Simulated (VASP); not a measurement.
A run of VASP 6.6.1:

INCAR

```
  PREC = Accurate
  ENCUT = 520
  EDIFF = 1E-6
  ISMEAR = -1
  SIGMA = 0.3
  LREAL = Auto
  LASPH = T
  NELM = 60
  ALGO = Normal
  ISIF = 2
  LWAVE = F
  LCHARG = F
  GGA = PE
  NBANDS = 86
```

File KPOINTS:

```
regular mesh
0
Gamma
  3 3 3
```

POSCAR

```
WC
1.0
   -2.8994000000     -5.0219080000      0.0000000000
    4.3491000000     -2.5109540000      0.0000000000
    0.0000000000      0.0000000000      5.6546000000
W C
8 8
Direct
    0.6898743410      0.5020858717      0.0449368656
    0.6983967602      0.4913732879      0.5320270222
    0.4623127593      0.0157342012      0.0217168323
    0.4425249524     -0.0219914817      0.5334417996
    0.1992110691      0.5030678931      0.0205850104
    0.2020156863      0.4663549426      0.5225656987
   -0.0449556581      0.0167518716      0.0083118169
   -0.0657175853      0.0008871797      0.5212393450
    0.4523552988      0.6948009826      0.2970148198
    0.4381432999      0.6771867016      0.8074134333
    0.2189835471      0.1509325829      0.2449510133
    0.1794012510      0.1326840007      0.7874120185
   -0.0644449064      0.6815084589      0.3020195947
   -0.0669939833      0.6586092858      0.7941498957
    0.6986102305      0.1631028264      0.2794008418
    0.7262463811      0.1596833270      0.7836274891
```

Potentials or basis: VASP PAW PBE potentials, release 64 (W_sv, C).

Command:

```sh
$ cat potpaw_PBE.64/W_sv/POTCAR potpaw_PBE.64/C/POTCAR > POTCAR
$ mpirun -np 1 vasp_std > vasp.out
```

Hardware: 1 thread of Intel(R) Xeon(R) 6975P-C (Granite Rapids), on a shared host.

Question: Estimate the wall time of this run.

Answer: It took 3.3 min on 1 thread of Intel(R) Xeon(R) 6975P-C (Granite Rapids), with other jobs on the host, peak memory 0.34 GiB. Counts: scf iterations 17, k points 14.
